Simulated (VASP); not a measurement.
Wanted: the native input for a VASP 6.6.1 run.

```yaml
Task: single point
Functional: r2SCAN
Potentials_or_basis: VASP PAW PBE potentials, release 64 (Sn_d, Te)
Cutoff: 520 eV
k_mesh: 13 × 13 × 13
Occupations: fermi-dirac, width 0.08 eV
Spin: no spin polarisation
Dipole_correction: no
Further_INCAR_settings: ALGO = Normal; EDIFF = 1e-07; NBANDS = 17
```

The system is SnTe (rocksalt type).

```
CELL_PARAMETERS angstrom
0.00000 2.74400 2.74400
2.74400 0.00000 2.74400
2.74400 2.74400 0.00000
ATOMIC_POSITIONS crystal
Sn 0.00000 0.00000 0.00000
Te 0.50000 0.50000 0.50000
```

The input as run:

POSCAR

```
SnTe
1.0
    0.0000000000      2.7439964492      2.7439964492
    2.7439964492      0.0000000000      2.7439964492
    2.7439964492      2.7439964492      0.0000000000
Sn Te
1 1
Direct
    0.0000000000      0.0000000000      0.0000000000
    0.5000000000      0.5000000000      0.5000000000
```

INCAR.step1

```
SYSTEM = SnTe
PREC = Accurate
ENCUT = 520
ISMEAR = -1
SIGMA = 0.08
LREAL = .False.
LASPH = .True.
NELM = 80
NBANDS = 17
GGA = PE
ALGO = Normal
EDIFF = 1E-4
LWAVE = .True.
LCHARG = .False.
```

INCAR.step2

```
SYSTEM = SnTe
PREC = Accurate
ENCUT = 520
EDIFF = 1E-7
ISMEAR = -1
SIGMA = 0.08
LREAL = .False.
LASPH = .True.
NELM = 80
ALGO = Normal
ISIF = 2
LWAVE = .False.
LCHARG = .False.
METAGGA = R2SCAN
LMIXTAU = .True.
NBANDS = 17
ISTART = 1
```

KPOINTS

```
Automatic mesh
0
Gamma
  13 13 13
  0 0 0
```

Potentials or basis: VASP PAW PBE potentials, release 64 (Sn_d, Te).

Run with:

```console
$ cat potpaw_PBE.64/Sn_d/POTCAR potpaw_PBE.64/Te/POTCAR > POTCAR
$ cp INCAR.step1 INCAR
$ mpirun -np 1 vasp_std > vasp.out
$ cp INCAR.step2 INCAR
$ mpirun -np 1 vasp_std > vasp.out
```

It gave:

| Quantity | Value |
| --- | --- |
| Pressure | 51.9 GPa |

Caveat: the cell stands under pressure; the PAW data sets were made with another functional, which shifts forces and pressure a little.

It took 7.4 min on 1 thread of Intel Xeon 8259CL, on a shared host, peak memory 0.21 GiB.
